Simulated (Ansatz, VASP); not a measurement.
## AlN in VASP and in Ansatz

Contents of INCAR:

```
PREC = Accurate
ENCUT = 520
EDIFF = 1E-6
ISMEAR = -1
SIGMA = 0.02
LREAL = F
LASPH = T
NELM = 100
ALGO = Normal
ISIF = 2
LWAVE = F
LCHARG = F
GGA = PE
IBRION = 2
NSW = 80
EDIFFG = -0.02
```

Contents of KPOINTS:

```
regular mesh
0
Gamma
  11 11 6
```

The input POSCAR:

```
AlN
1.0
    3.0465127981      0.0000000000      0.0000000000
   -1.5232563991      2.6383574761      0.0000000000
    0.0000000000      0.0000000000      4.8783388214
Al N
2 2
Direct
    0.6666666667      0.3333333333      0.0000000000
    0.3333333333      0.6666666667      0.5000000000
    0.6666666667      0.3333333333      0.3820000000
    0.3333333333      0.6666666667      0.8820000000
```

Input for Ansatz:

```yaml
crystal:
  lattice:
    - [3.0465127981, 0.0, 0.0]
    - [-1.5232563991, 2.6383574761, 0.0]
    - [0.0, 0.0, 4.8783388214]
  atoms:
    - { symbol: Al, position: [0.6666666667, 0.3333333333, 0.0] }
    - { symbol: Al, position: [0.3333333333, 0.6666666667, 0.5] }
    - { symbol: "N", position: [0.6666666667, 0.3333333333, 0.382] }
    - { symbol: "N", position: [0.3333333333, 0.6666666667, 0.882] }
kpoints:
  mp_grid: { grid: [11, 11, 6] }
scf:
  occupations: { method: fermi_dirac, width: 0.02 }
hamiltonian:
  xc: pbe
  pseudopotentials: { kind: paw }
output:
  forces: true
  stress: true
  populations: true
  efg:
    quadrupole_moments_barn: { Al: 0.1466, "N": 0.02044 }
    contact_densities: true
  write_density: true
  write_potential: true
  elf: true
  volumetric_format: npy
relax:
  f_tol: 0.02
  max_steps: 60
```

Change from the starting cell: volume scaled by 0.94, ions relaxed.

Alike in both runs: task relaxation of the atoms; functional PBE; k mesh 11 × 11 × 6; occupations fermi-dirac, width 0.02 eV; no spin polarisation.

|  | VASP | Ansatz |
| --- | --- | --- |
| version | VASP 6.6.1 | Ansatz 0.2.0 |
| potentials or method | VASP PAW PBE potentials, release 64 (Al, N) | plane-wave PAW, scalar-relativistic |
| plane-wave cutoff (eV) | 520 | 420 |
| valence electrons in the cell | 16 | 16 |

```csv
,VASP,Ansatz,Ansatz less VASP
"gap on the k mesh at the Fermi level, each at its own relaxed structure (eV)",4.77,4.76,-0.015
```

Ansatz's warnings: stress scf threshold loose.

Noted on VASP's run: the relaxation stopped at its first step, so nothing moved.
